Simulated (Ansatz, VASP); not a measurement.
Given: the input of a run of Ansatz 0.2.0 on AlN.

input.yaml

```yaml
crystal:
  lattice:
    - [0.0, 2.1839935596, 2.1839935596]
    - [2.1839935596, 0.0, 2.1839935596]
    - [2.1839935596, 2.1839935596, 0.0]
  atoms:
    - { symbol: Al, position: [0.0, 0.0, 0.0] }
    - { symbol: "N", position: [0.25, 0.25, 0.25] }
hamiltonian:
  xc: r2scan
  pseudopotentials: { kind: paw }
  dispersion: d4
kpoints:
  mp_grid: { grid: [10, 10, 10] }
scf:
  occupations: { method: fermi_dirac, width: 0.05 }
output:
  forces: true
  stress: true
  eigenvalues: true
```

Potentials or basis: Ansatz PAW.

The run is started by

```bash
$ ansatz run input.yaml --threads 2 --pin off --max-ram 5120MiB --backend cpu --events-out ev --progress --plain --runs-dir out
```

Task: Set up the same calculation for VASP 6.6.1. Potentials there: VASP PAW PBE potentials, release 64 (Al, N).

Result: As run (the cutoff follows the program's own potentials):

File POSCAR:

```
AlN
1.0
    0.0000000000      2.1839935596      2.1839935596
    2.1839935596      0.0000000000      2.1839935596
    2.1839935596      2.1839935596      0.0000000000
Al N
1 1
Direct
    0.0000000000      0.0000000000      0.0000000000
    0.2500000000      0.2500000000      0.2500000000
```

File INCAR.step1:

```
SYSTEM = AlN
ALGO = Normal ; EDIFF = 1E-4
ENCUT = 520 ; GGA = PE
ISMEAR = -1 ; LASPH = .True.
LCHARG = .False. ; LREAL = .False.
LWAVE = .True. ; NBANDS = 11
NELM = 80 ; PREC = Accurate
SIGMA = 0.05
```

The input INCAR.step2:

```
SYSTEM = AlN
ALGO = Normal ; EDIFF = 1E-6
ENCUT = 520 ; ISIF = 2
ISMEAR = -1 ; ISTART = 1
IVDW = 13 ; LASPH = .True.
LCHARG = .False. ; LMIXTAU = .True.
LREAL = .False. ; LWAVE = .False.
METAGGA = R2SCAN ; NBANDS = 11
NELM = 80 ; PREC = Accurate
SIGMA = 0.05 ; VDW_A1 = 0.51559235
VDW_A2 = 5.77342911 ; VDW_S6 = 1.0
VDW_S8 = 0.6018749
```

File KPOINTS:

```
k-points
0
Gamma
  10 10 10
  0 0 0
```

Potentials or basis: VASP PAW PBE potentials, release 64 (Al, N).

Run with:

```console
$ cat potpaw_PBE.64/Al/POTCAR potpaw_PBE.64/N/POTCAR > POTCAR
$ cp INCAR.step1 INCAR
$ mpirun -np 1 vasp_std > vasp.out
$ cp INCAR.step2 INCAR
$ mpirun -np 1 vasp_std > vasp.out
```

Both were run:

|  | VASP | Ansatz | Ansatz less VASP |
| --- | --- | --- | --- |
| gap on the k mesh at the Fermi level (eV) | 3.93 | 3.94 | +0.007 |
| least direct gap on the mesh (eV) | 4.89 | 4.85 | -0.039 |
| pressure (GPa) | -1.8 | -1.4 | +0.39 |

VASP's potentials were made for PBE, not for r2SCAN.
